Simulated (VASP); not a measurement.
The system is Eu.

```xyz
1
Lattice="-2.3030 2.3030 2.3030 2.3030 -2.3030 2.3030 2.3030 2.3030 -2.3030" Properties=species:S:1:pos:R:3 pbc="T T T"
Eu    0.0000    0.0000    0.0000
```

Base run:

* Program: VASP 6.6.1
* Functional: PBE
* Potentials or basis: VASP PAW PBE potentials, release 64 (Eu)
* Cutoff: 520 eV
* k mesh: 7 × 7 × 7
* Occupations: fermi-dirac, width 0.05 eV
* Spin: collinear spin, ferromagnetic start
* Starting moments: [7.0] μB
* Fixed moment: 7 μB

Its results: pressure -1.9 GPa; site moments Eu +6.62 μB.

**Question.** The run is repeated on the same cell with these changes: fixed moment from 7 μB to 3.5 μB; moments at the start from [7.0] to [3.5]. What comes out?

**Answer.** Pressure -4.1 GPa; site moments Eu +5.28 μB.

Caveats: the total moment is fixed, so each spin has its own Fermi level.
